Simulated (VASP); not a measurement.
KI, 2 atoms in the cell. The structure is cubic, space group Fm-3m (No. 225). Conventional cell: a = 6.823 Å, b = 6.823 Å, c = 6.823 Å, α = 90.00°, β = 90.00°, γ = 90.00°. K (site symmetry m-3m) has 6 I at 3.41 Å within 4.5 Å. Within 4.5 Å of I (site symmetry m-3m) lie 6 K at 3.41 Å. 

```yaml
Program: VASP 6.6.1
Task: single point
Functional: LDA
Potentials_or_basis: VASP PAW LDA potentials, release 64 (K_sv, I)
Cutoff: 520 eV
k_mesh: 6 × 6 × 6
Occupations: gaussian, width 0.01 eV
Spin: no spin polarisation
Dipole_correction: no
Further_INCAR_settings: ALGO = Normal; EDIFF = 1e-06; NBANDS = 15
```

Potentials or basis: VASP PAW LDA potentials, release 64 (K_sv, I).

Command:

```bash
$ cat potpaw_LDA.64/K_sv/POTCAR potpaw_LDA.64/I/POTCAR > POTCAR
$ mpirun -np 1 vasp_std > vasp.out
```

Hardware: 1 thread of Intel(R) Xeon(R) Platinum 8488C (Sapphire Rapids), with other jobs on the host.

Problem. How long does it take, and how much memory?

Solution. It took 21 s on 1 thread of Intel(R) Xeon(R) Platinum 8488C (Sapphire Rapids) (shared host), peak memory 0.18 GiB. Counts: scf iterations 12, k points 16.
